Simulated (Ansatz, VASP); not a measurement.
## SnSe in VASP and in Ansatz

INCAR

```
SYSTEM = SnSe
PREC = Accurate
ENCUT = 520
EDIFF = 1E-7
ISMEAR = 0
SIGMA = 0.05
LREAL = .FALSE.
LASPH = .TRUE.
NELM = 80
ALGO = Normal
ISIF = 2
LWAVE = .FALSE.
LCHARG = .FALSE.
NBANDS = 17
```

The input KPOINTS:

```
regular mesh
0
G
  8 8 8
  0 0 0
```

Contents of POSCAR:

```
SnSe
1.0
    0.0000000000      3.1605000000      2.9347500000
    3.1605000000      0.0000000000      2.9347500000
    3.1605000000      3.1605000000      0.0000000000
Sn Se
1 1
Direct
    0.0000000000      0.0000000000      0.0000000000
    0.5000000000      0.5000000000      0.5000000000
```

Input for Ansatz:

```yaml
crystal:
  lattice:
    - [0.0, 3.1605, 2.93475]
    - [3.1605, 0.0, 2.93475]
    - [3.1605, 3.1605, 0.0]
  atoms:
    - { symbol: Sn, position: [0.0, 0.0, 0.0] }
    - { symbol: Se, position: [0.5, 0.5, 0.5] }
basis:
  ecutwfc: 420
kpoints:
  mp_grid: { grid: [8, 8, 8] }
hamiltonian:
  xc: lda
scf:
  occupations: { method: gaussian, width: 0.05 }
output:
  forces: true
  stress: true
  eigenvalues: true
```

Change from the starting cell: strain +0.050 along x and y, -0.025 along z, atoms carried along.

Alike in both runs: task single point; functional LDA; k mesh 8 × 8 × 8; occupations gaussian, width 0.05 eV; no spin polarisation.

|  | VASP | Ansatz |
| --- | --- | --- |
| version | VASP 6.6.1 | Ansatz 0.2.0 |
| potentials or method | VASP PAW LDA potentials, release 64 (Sn_d, Se), cutoff 520 eV | scalar-relativistic, plane waves, PAW |
| valence electrons in the cell | 20 | 30 |

VASP gave:

| Item | Value |
| --- | --- |
| gap on the k mesh at the Fermi level (eV) | 0.47 |
| least direct gap on the mesh (eV) | 0.47 |
| pressure (GPa) | -5.4 |
| traceless stress, the component that is largest in VASP (GPa) | 4.42 |

Q: Estimate Ansatz's values.

A: gap on the k mesh at the Fermi level (eV): 0.45; least direct gap on the mesh (eV): 0.45; pressure (GPa): -5.5; traceless stress, the component that is largest in VASP (GPa): 4.36.

LDA's correlation is that of Perdew and Zunger in VASP and of Perdew and Wang (1992) in Ansatz. VASP's potentials hold 20 valence electrons a cell and Ansatz's 30, so a difference there can come from the potentials and not from the codes.
